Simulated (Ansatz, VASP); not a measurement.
**Ga2O3 in VASP and in Ansatz**

File INCAR:

```
SYSTEM = Ga2O3
PREC = Accurate ; ENCUT = 520
EDIFF = 1E-6 ; ISMEAR = 0
SIGMA = 0.05 ; LREAL = .FALSE.
LASPH = .TRUE. ; NELM = 100
ALGO = Normal ; ISIF = 2
LWAVE = .FALSE. ; LCHARG = .TRUE.
GGA = PE ; LELF = .TRUE.
LVHAR = .TRUE. ; NBANDS = 55
```

Contents of KPOINTS:

```
Automatic mesh
0
G
  6 6 6
  0 0 0
```

POSCAR

```
Ga2O3
1.0
    2.6551607838      1.5329577933      4.7680869745
   -2.6551607838      1.5329577933      4.7680869745
    0.0000000000     -3.0659155866      4.7680869745
Ga O
4 6
Direct
    0.3558687539      0.3558687539      0.3558687539
    0.1441312461      0.1441312461      0.1441312461
    0.6441312461      0.6441312461      0.6441312461
    0.8558687539      0.8558687539      0.8558687539
    0.5531733332      0.9468266668      0.2500000000
    0.2500000000      0.5531733332      0.9468266668
    0.9468266668      0.2500000000      0.5531733332
    0.4468266668      0.0531733332      0.7500000000
    0.7500000000      0.4468266668      0.0531733332
    0.0531733332      0.7500000000      0.4468266668
```

Input for Ansatz:

```yaml
crystal:
  lattice:
    - [2.6551607838, 1.5329577933, 4.7680869745]
    - [-2.6551607838, 1.5329577933, 4.7680869745]
    - [0.0, -3.0659155866, 4.7680869745]
  atoms:
    - { symbol: Ga, position: [0.3558687539, 0.3558687539, 0.3558687539] }
    - { symbol: Ga, position: [0.1441312461, 0.1441312461, 0.1441312461] }
    - { symbol: Ga, position: [0.6441312461, 0.6441312461, 0.6441312461] }
    - { symbol: Ga, position: [0.8558687539, 0.8558687539, 0.8558687539] }
    - { symbol: O, position: [0.5531733332, 0.9468266668, 0.25] }
    - { symbol: O, position: [0.25, 0.5531733332, 0.9468266668] }
    - { symbol: O, position: [0.9468266668, 0.25, 0.5531733332] }
    - { symbol: O, position: [0.4468266668, 0.0531733332, 0.75] }
    - { symbol: O, position: [0.75, 0.4468266668, 0.0531733332] }
    - { symbol: O, position: [0.0531733332, 0.75, 0.4468266668] }
basis:
  ecutwfc: 420
kpoints:
  mp_grid: { grid: [6, 6, 6] }
hamiltonian:
  xc: pbe
scf:
  occupations: { method: gaussian, width: 0.05 }
output:
  forces: true
  stress: true
  eigenvalues: true
```

Change from the starting cell: strain +0.050 along x and y, +0.050 along z, atoms carried along.

Alike in both runs: task single point; functional PBE; k mesh 6 × 6 × 6; occupations gaussian, width 0.05 eV; no spin polarisation.

|  | VASP | Ansatz |
| --- | --- | --- |
| version | VASP 6.6.1 | Ansatz 0.2.0 |
| potentials or method | VASP PAW PBE potentials, release 64 (Ga_d, O), cutoff 520 eV | scalar-relativistic, plane waves, PAW |
| valence electrons in the cell | 88 | 88 |

|  | VASP | Ansatz | Ansatz less VASP |
| --- | --- | --- | --- |
| gap on the k mesh at the Fermi level (eV) | 1.01 | 1.02 | +0.011 |
| least direct gap on the mesh (eV) | 1.19 | 1.20 | +0.010 |
| pressure (GPa) | -20.3 | -20.9 | -0.64 |
| traceless stress, the component that is largest in VASP (GPa) | 1.69 | 1.79 | +0.101 |
| rms of the force components (eV/Å) | 0.008 | 0.005 | -0.0026 |

Atom by atom the forces differ by 0.006 eV/Å (rms over components).
